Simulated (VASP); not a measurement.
Input of a VASP 6.6.1 run:

Contents of INCAR:

```
PREC     = Accurate       # precision mode
ENCUT    = 600            # plane-wave cutoff, eV
EDIFF    = 1E-6           # SCF threshold, eV
ISMEAR   = 0              # smearing method
SIGMA    = 0.1            # smearing width, eV
LREAL    = False          # projectors in reciprocal space
LASPH    = True           # aspherical terms in the spheres
NELM     = 100            # most SCF steps
ALGO     = Normal         # electronic algorithm
ISIF     = 3              # what is computed and relaxed
LWAVE    = False          # write WAVECAR
LCHARG   = False          # write CHGCAR
GGA      = PE             # functional
IVDW     = 12             # dispersion correction
IBRION   = 2              # ionic algorithm
NSW      = 100            # ionic steps
EDIFFG   = -0.05          # ionic threshold
```

Contents of KPOINTS:

```
regular mesh
0
Gamma
  9 9 9
```

The input POSCAR:

```
WSe2
1.0
    1.6052106400      0.9267687900      6.2656416800
   -1.6052106400      0.9267687900      6.2656416800
    0.0000000000     -1.8535375900      6.2656416800
W Se
1 2
Direct
    1.0000000000      0.0000000000      0.0000000000
    0.7503000000      0.7503000000      0.7503000000
    0.5810000000      0.5810000000      0.5810000000
```

Potentials or basis: VASP PAW PBE potentials, release 64 (W_sv, Se).

Launch:

```console
$ cat potpaw_PBE.64/W_sv/POTCAR potpaw_PBE.64/Se/POTCAR > POTCAR
$ mpirun -np 1 vasp_std > vasp.out
```

(1) Predict the band gap on the k mesh.

(2) What does it give for the relaxed cell?

(3) Estimate the space group after relaxing (to 0.1 Å).

(4) Estimate the dispersion energy per atom.

Results:

(1) 1.08 eV (least direct gap 1.65 eV).

(2) a = 6.711 Å, b = 6.711 Å, c = 6.711 Å, α = 28.37°, β = 28.37°, γ = 28.37°.

(3) R3m (No. 160).

(4) -0.469 eV.

Caveat: spin-orbit coupling is left out, which moves the levels of the heavy elements.
